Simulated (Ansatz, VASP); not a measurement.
# Two plane-wave programs on Al3As

```
Al As
1.0
     5.72979    0.00000    0.00000
    -2.86489    4.96214    0.00000
     0.00000    0.00000    4.94298
Al As
6 2
Direct
  0.16703 0.33406 0.75000
  0.66594 0.83297 0.75000
  0.16703 0.83297 0.75000
  0.83297 0.66594 0.25000
  0.33406 0.16703 0.25000
  0.83297 0.16703 0.25000
  0.66667 0.33333 0.75000
  0.33333 0.66667 0.25000
```

Change from the starting cell: species swapped into the Co3Si type (P6_3/mmc, No. 194).

Alike in both runs: functional PBE; k mesh 6 × 6 × 4; occupations gaussian, width 0.1 eV; no spin polarisation.

Ansatz relaxed the structure, and its values are those at the end. VASP's run is a single point on that final structure, the one shown.

|  | VASP | Ansatz |
| --- | --- | --- |
| version | VASP 6.6.1 | Ansatz 0.2.0 |
| potentials or method | VASP PAW PBE potentials, release 64 (Al, As), cutoff 520 eV | scalar-relativistic, plane waves, PAW |
| valence electrons in the cell | 28 | 48 |

```csv
,VASP,Ansatz,Ansatz less VASP
gap on the k mesh at the Fermi level (eV),none,none,-
pressure (GPa),0.0,0.0,-0.04
rms of the force components (eV/Å),0.004,0.003,-0.0007
```

A gap of «none» marks a metal or a gap that the smearing closes. VASP's potentials hold 28 valence electrons a cell and Ansatz's 48, so a difference there can come from the potentials and not from the codes.
